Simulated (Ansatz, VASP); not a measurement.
# One calculation of EuS, two programs

```xyz
2
Lattice="0.0000 2.9785 2.9785 2.9785 0.0000 2.9785 2.9785 2.9785 0.0000" Properties=species:S:1:pos:R:3 pbc="T T T"
Eu    0.0000    0.0000    0.0000
S     2.9785    2.9785    2.9785
```

Alike in both runs: task single point; functional PBE; k mesh 10 × 10 × 10; occupations gaussian, width 0.02 eV; collinear spin; Hubbard terms Eu f U = 11.0 eV.

|  | VASP | Ansatz |
| --- | --- | --- |
| version | VASP 6.6.1 | Ansatz 0.2.0 |
| potentials or method | VASP PAW PBE potentials, release 64 (Eu, S) | scalar-relativistic, plane waves, PAW |
| plane-wave cutoff (eV) | 600 | 420 |
| valence electrons in the cell | 23 | 23 |

Ansatz gave:

- gap on the k mesh at the Fermi level (eV): 1.33
- least direct gap on the mesh (eV): 1.91
- net moment per atom (μB): 3.50
- size of the moment on the site where the two differ most (μB): 6.88

Which values does VASP return?

gap on the k mesh at the Fermi level (eV): 1.44; least direct gap on the mesh (eV): 1.95; net moment per atom (μB): 3.50; size of the moment on the site where the two differ most (μB): 6.76.

Site moments also hang on the region over which each program counts them. The programs project onto different local orbitals, so the same U acts differently, and such runs can settle in different states. Ansatz's warnings: stability check not made.

Neither program's run includes spin-orbit coupling.
